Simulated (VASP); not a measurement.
Input of a VASP 6.6.1 run:

INCAR

```
SYSTEM = ScSiS4
PREC = Accurate ; ENCUT = 600
EDIFF = 1E-6 ; ISMEAR = 0
SIGMA = 0.1 ; LREAL = .FALSE.
LASPH = .TRUE. ; NELM = 80
ALGO = Normal ; ISIF = 3
LWAVE = .FALSE. ; LCHARG = .FALSE.
GGA = PE ; IBRION = 2
NSW = 90 ; EDIFFG = -0.04
```

Contents of KPOINTS:

```
Automatic mesh
0
G
  4 4 4
  0 0 0
```

POSCAR

```
ScSiS4
1.0
    0.0000000000      3.8965585500      3.8965585500
    3.8965585500      0.0000000000      3.8965585500
    3.8965585500      3.8965585500      0.0000000000
Sc Si S
1 1 4
Direct
    0.0000000000      0.0000000000      0.0000000000
    0.2500000000      0.2500000000      0.2500000000
    0.6238817100      0.6238817100      0.6238817100
    0.1283548800      0.6238817100      0.6238817100
    0.6238817100      0.1283548800      0.6238817100
    0.6238817100      0.6238817100      0.1283548800
```

Potentials or basis: VASP PAW PBE potentials, release 64 (Sc_sv, Si, S).

The run is started by

```sh
$ cat potpaw_PBE.64/Sc_sv/POTCAR potpaw_PBE.64/Si/POTCAR potpaw_PBE.64/S/POTCAR > POTCAR
$ mpirun -np 1 vasp_std > vasp.out
```

(1) Estimate the relaxed volume.

(2) What does it give for the space group after relaxing (to 0.1 Å)?

(3) Predict the relaxed cell.

(4) Estimate the band gap on the k mesh.

Results:

(1) 17.66 Å³/atom.

(2) F-43m (No. 216).

(3) a = 5.311 Å, b = 5.311 Å, c = 5.311 Å, α = 60.00°, β = 60.00°, γ = 60.00°.

(4) zero (an odd number of electrons rules out a gap without spin polarisation).
